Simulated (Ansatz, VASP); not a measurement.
One calculation of InO, two programs

The input INCAR:

```
PREC = Accurate
ENCUT = 520
EDIFF = 1E-6
ISMEAR = 0
SIGMA = 0.03
LREAL = F
LASPH = T
NELM = 80
ALGO = Normal
ISIF = 2
LWAVE = F
LCHARG = T
LELF = T
LVHAR = T
NBANDS = 27
```

The input KPOINTS:

```
regular mesh
0
Gamma
  12 12 4
```

Contents of POSCAR:

```
InO
1.0
    3.5009294590      0.0000000000      0.0000000000
   -1.7504647295      3.0318938484      0.0000000000
    0.0000000000      0.0000000000     15.4508366886
In O
2 2
Direct
    0.6666666667      0.3333333333      0.5900210000
    0.6666666667      0.3333333333      0.4099790000
    0.0000000000      0.0000000000      0.6398670000
    0.0000000000      0.0000000000      0.3601330000
```

Input for Ansatz:

```yaml
crystal:
  lattice:
    - [3.500929459, 0.0, 0.0]
    - [-1.7504647295, 3.0318938484, 0.0]
    - [0.0, 0.0, 15.4508366886]
  atoms:
    - { symbol: In, position: [0.6666666667, 0.3333333333, 0.590021] }
    - { symbol: In, position: [0.6666666667, 0.3333333333, 0.409979] }
    - { symbol: O, position: [0.0, 0.0, 0.639867] }
    - { symbol: O, position: [0.0, 0.0, 0.360133] }
basis:
  ecutwfc: 420
kpoints:
  mp_grid: { grid: [12, 12, 4] }
hamiltonian:
  xc: lda
scf:
  occupations: { method: gaussian, width: 0.03 }
output:
  forces: true
  stress: true
  eigenvalues: true
```

Alike in both runs: task single point; functional LDA; k mesh 12 × 12 × 4; occupations gaussian, width 0.03 eV; no spin polarisation.

|  | VASP | Ansatz |
| --- | --- | --- |
| version | VASP 6.6.1 | Ansatz 0.2.0 |
| potentials or method | VASP PAW LDA potentials, release 64 (In_d, O), cutoff 520 eV | scalar-relativistic, plane waves, PAW |
| valence electrons in the cell | 38 | 38 |

Ansatz gave:

| Property | Result |
| --- | --- |
| gap on the k mesh at the Fermi level (eV) | 0.37 |
| least direct gap on the mesh (eV) | 0.94 |
| rms of the force components (eV/Å) | 0.334 |

Q: Which values does VASP return?

A: gap on the k mesh at the Fermi level (eV): 0.37; least direct gap on the mesh (eV): 0.94; rms of the force components (eV/Å): 0.320.

LDA's correlation is that of Perdew and Zunger in VASP and of Perdew and Wang (1992) in Ansatz. Atom by atom the forces differ by 0.015 eV/Å (rms over components).
